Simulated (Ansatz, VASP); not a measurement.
## CuO in VASP and in Ansatz

```xyz
2
Lattice="3.1871 -0.0046 0.0000 -1.5882 2.7678 0.0000 0.0000 0.0000 23.9298" Properties=species:S:1:pos:R:3 pbc="T T T"
Cu    1.5885    2.7474    7.5000
O     1.5849    0.9054    7.5000
```

Change from the starting cell: species swapped into a sheet of the BN type.

Alike in both runs: functional PBE; k mesh 6 × 6 × 1; occupations gaussian, width 0.1 eV; collinear spin.

Ansatz relaxed the structure, and its values are those at the end. VASP's run is a single point on that final structure, the one shown.

```csv
,VASP,Ansatz
version,VASP 6.6.1,Ansatz 0.2.0
potentials or method,"VASP PAW PBE potentials, release 64 (Cu, O), cutoff 520 eV","scalar-relativistic, plane waves, PAW"
valence electrons in the cell,17,25
```

|  | VASP | Ansatz | Ansatz less VASP |
| --- | --- | --- | --- |
| gap on the k mesh at the Fermi level (eV) | none | none | - |
| rms of the force components (eV/Å) | 0.004 | 0.003 | -0.0003 |
| net moment per atom (μB) | 0.08 | 0.07 | -0.005 |
| size of the moment on the site where the two differ most (μB) | 0.09 | 0.09 | -0.006 |

Site moments also hang on the region over which each program counts them. A gap of «none» marks a metal or a gap that the smearing closes. With one functional, cell and mesh, what is left measures potentials, basis and numerics. VASP's potentials hold 17 valence electrons a cell and Ansatz's 25, so a difference there can come from the potentials and not from the codes. Ansatz's warnings: slab cell height set.

The k mesh is coarse, so the values compare programs but aren't converged.
